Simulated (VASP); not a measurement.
NaH:

```
Na H
1.0
     0.00000    2.39638    2.39638
     2.39638    0.00000    2.39638
     2.39638    2.39638    0.00000
Na H
1 1
Direct
  0.00000 0.00000 0.00000
  0.50000 0.50000 0.50000
```

Base run:

| Item | Value |
| --- | --- |
| Program | VASP 6.6.1 |
| Functional | r2SCAN |
| Potentials or basis | VASP PAW PBE potentials, release 64 (Na_pv, H) |
| Cutoff | 550 eV |
| k mesh | 9 × 9 × 9 |
| Occupations | fermi-dirac, width 0.05 eV |
| Spin | no spin polarisation |

Its results: band gap on the k mesh 4.72 eV (least direct gap 5.41 eV); pressure -0.3 GPa.

Q: The run is repeated on the same cell with these changes: functional from r2SCAN to PBEsol; cutoff from 550 eV to 500 eV. What comes out?

A: Band gap on the k mesh 3.92 eV (least direct gap 4.66 eV); pressure -0.1 GPa.

Caveats: the PAW data sets were made with another functional, which shifts forces and pressure a little; an odd mesh through Γ misses points on the zone boundary, where band edges can lie.
